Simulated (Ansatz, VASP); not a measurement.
# Te2Mo in VASP and in Ansatz

```
Te Mo
1.0
     3.50548   -0.00269   -0.01084
    -1.75508    3.03681   -0.00215
    -0.05363   -0.04320   17.48213
Te Mo
2 1
Direct
  0.32779 0.65262 0.89728
  0.33660 0.65821 0.10325
  0.99923 0.98863 0.00030
```

Alike in both runs: task single point; functional PBEsol; k mesh 6 × 6 × 2; no spin polarisation.

|  | VASP | Ansatz |
| --- | --- | --- |
| version | VASP 6.6.1 | Ansatz 0.2.0 |
| potentials or method | VASP PAW PBE potentials, release 64 (Te, Mo_sv), cutoff 520 eV | plane waves, PAW |
| occupations | methfessel-paxton of order 1, width 0.1 eV | cold, width 0.1 eV |
| valence electrons in the cell | 26 | 46 |

```tsv
	VASP	Ansatz	Ansatz less VASP
rms of the force components (eV/Å)	0.008	0.017	+0.0093
```

VASP's potentials were made for PBE, not for PBEsol. Atom by atom the forces differ by 0.015 eV/Å (rms over components). VASP's potentials hold 26 valence electrons a cell and Ansatz's 46, so a difference there can come from the potentials and not from the codes.

Spin-orbit coupling is off throughout.
